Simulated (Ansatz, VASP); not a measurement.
# SnTe in VASP and in Ansatz

INCAR

```
SYSTEM = SnTe
ALGO     = Normal         ! electronic algorithm
EDIFF    = 1E-6           ! SCF threshold, eV
ENCUT    = 520            ! plane-wave cutoff, eV
GGA      = PE             ! functional
ISIF     = 2              ! what is computed and relaxed
ISMEAR   = 0              ! smearing method
LASPH    = .TRUE.         ! aspherical terms in the spheres
LCHARG   = .TRUE.         ! write CHGCAR
LELF     = .TRUE.         ! ELF
LREAL    = .FALSE.        ! projectors in reciprocal space
LVHAR    = .TRUE.       
LWAVE    = .FALSE.        ! write WAVECAR
NBANDS   = 17             ! bands
NELM     = 100            ! most SCF steps
PREC     = Accurate       ! precision mode
SIGMA    = 0.03           ! smearing width, eV
```

The input KPOINTS:

```
k-points
0
G
  10 10 10
  0 0 0
```

Contents of POSCAR:

```
SnTe
1.0
    0.0000000000      3.1565000000      3.0302400000
    3.1565000000      0.0000000000      3.0302400000
    3.1565000000      3.1565000000      0.0000000000
Sn Te
1 1
Direct
    0.0000000000      0.0000000000      0.0000000000
    0.5000000000      0.5000000000      0.5000000000
```

Input for Ansatz:

```yaml
crystal:
  lattice:
    - [0.0, 3.1565, 3.03024]
    - [3.1565, 0.0, 3.03024]
    - [3.1565, 3.1565, 0.0]
  atoms:
    - { symbol: Sn, position: [0.0, 0.0, 0.0] }
    - { symbol: Te, position: [0.5, 0.5, 0.5] }
basis:
  ecutwfc: 420
kpoints:
  mp_grid: { grid: [10, 10, 10] }
hamiltonian:
  xc: pbe
scf:
  occupations: { method: gaussian, width: 0.03 }
output:
  forces: true
  stress: true
  eigenvalues: true
```

Change from the starting cell: strain +0.000 along x and y, -0.040 along z, atoms carried along.

Alike in both runs: task single point; functional PBE; k mesh 10 × 10 × 10; occupations gaussian, width 0.03 eV; no spin polarisation.

|  | VASP | Ansatz |
| --- | --- | --- |
| version | VASP 6.6.1 | Ansatz 0.2.0 |
| potentials or method | VASP PAW PBE potentials, release 64 (Sn_d, Te), cutoff 520 eV | scalar-relativistic, plane waves, PAW |
| valence electrons in the cell | 20 | 30 |

Ansatz gave:

```
gap on the k mesh at the Fermi level (eV)                     : 0.29
least direct gap on the mesh (eV)                             : 0.29
pressure (GPa)                                                : 4.5
traceless stress, the component that is largest in VASP (GPa) : 4.59
```

**Question.** Estimate VASP's values.

**Answer.** gap on the k mesh at the Fermi level (eV): 0.29; least direct gap on the mesh (eV): 0.29; pressure (GPa): 4.4; traceless stress, the component that is largest in VASP (GPa): 4.60.

The functional is the same, so the differences come from potentials, cutoffs and numerics. VASP's potentials hold 20 valence electrons a cell and Ansatz's 30, so a difference there can come from the potentials and not from the codes.

Spin-orbit coupling is off throughout.
